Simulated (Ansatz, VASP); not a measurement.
**One calculation of Cu, two programs**

Contents of INCAR:

```
ALGO = Normal ; EDIFF = 1E-6
EDIFFG = -0.01 ; ENCUT = 600
GGA = PS ; IBRION = 2
ISIF = 3 ; ISMEAR = 1
ISPIN = 2 ; LASPH = True
LCHARG = False ; LMAXMIX = 4
LORBIT = 11 ; LREAL = False
LWAVE = False ; MAGMOM = 0.6
NELM = 150 ; NSW = 60
PREC = Accurate ; SIGMA = 0.1
```

File KPOINTS:

```
k-points
0
Gamma
  13 13 13
```

File POSCAR:

```
Cu
1.0
    2.4586880300      0.0000000000      0.0000000000
   -0.8585437515      2.2525992977      0.0000000000
   -0.6856635597     -1.1120026504      2.0688310949
Cu
1
Direct
    0.0000000000      0.0000000000      0.0000000000
```

Contents of input.yaml:

```yaml
crystal:
  lattice:
    - [2.45868803, 0.0, 0.0]
    - [-0.8585437515, 2.2525992977, 0.0]
    - [-0.6856635597, -1.1120026504, 2.0688310949]
  atoms:
    - { symbol: Cu, position: [0.0, 0.0, 0.0], spin: 0.6 }
hamiltonian:
  xc: pbesol
  pseudopotentials: { kind: paw }
magnetization:
  spin_polarized: true
kpoints:
  mp_grid: { grid: [13, 13, 13] }
scf:
  occupations: { method: methfessel_paxton, width: 0.1 }
output:
  forces: true
  stress: true
relax:
  f_tol: 0.01
  max_steps: 40
  cell: { stress_tol: 0.05 }
```

Change from the starting cell: cell strained at random at fixed volume.

Alike in both runs: task relaxation of cell and atoms; functional PBEsol; k mesh 13 × 13 × 13; occupations methfessel-paxton of order 1, width 0.1 eV; collinear spin.

```csv
,VASP,Ansatz
version,VASP 6.6.1,Ansatz 0.2.0
potentials or method,"VASP PAW PBE potentials, release 64 (Cu)",Ansatz PAW
plane-wave cutoff (eV),600,420
valence electrons in the cell,11,19
```

Ansatz gave:

| Quantity | Value |
| --- | --- |
| net moment per atom (μB) | 0.00 |
| relaxed volume (Å³/atom) | 11.31 |
| relaxed length of the cell vector where the two differ most in proportion (Å) | 2.519 |

Q: What did VASP give for the same quantities?

A: net moment per atom (μB): 0.00; relaxed volume (Å³/atom): 11.34; relaxed length of the cell vector where the two differ most in proportion (Å): 2.517.

VASP's potentials were made for PBE, not for PBEsol. VASP's potentials hold 11 valence electrons a cell and Ansatz's 19, so a difference there can come from the potentials and not from the codes.

Noted on Ansatz's run: the plane-wave basis is chosen anew once the cell has moved, so the energies of steps on either side of that aren't comparable.
